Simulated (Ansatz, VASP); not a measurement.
**MgI2: VASP beside Ansatz**

```
Mg I
1.0
     4.15721    0.00000    0.00000
    -2.07861    3.60025    0.00000
     0.00000    0.00000    6.87333
Mg I
1 2
Direct
  0.00000 0.00000 0.00000
  0.33333 0.66667 0.24262
  0.66667 0.33333 0.75738
```

Alike in both runs: task single point; functional r2SCAN; k mesh 6 × 6 × 4; occupations fermi-dirac, width 0.001 eV; no spin polarisation.

|  | VASP | Ansatz |
| --- | --- | --- |
| version | VASP 6.6.1 | Ansatz 0.2.0 |
| potentials or method | VASP PAW PBE potentials, release 64 (Mg, I) | plane waves |
| plane-wave cutoff (eV) | 660 | 500 |
| valence electrons in the cell | 16 | 44 |

```tsv
	VASP	Ansatz	Ansatz less VASP
gap on the k mesh at the Fermi level (eV)	4.10	4.13	+0.033
pressure (GPa)	0.5	0.6	+0.11
rms of the force components (eV/Å)	0.021	0.012	-0.0087
```

VASP's potentials were made for PBE, not for r2SCAN. Atom by atom the forces differ by 0.009 eV/Å (rms over components). With one functional, cell and mesh, what is left measures potentials, basis and numerics. VASP's potentials hold 16 valence electrons a cell and Ansatz's 44, so a difference there can come from the potentials and not from the codes.

Neither program's run includes spin-orbit coupling.
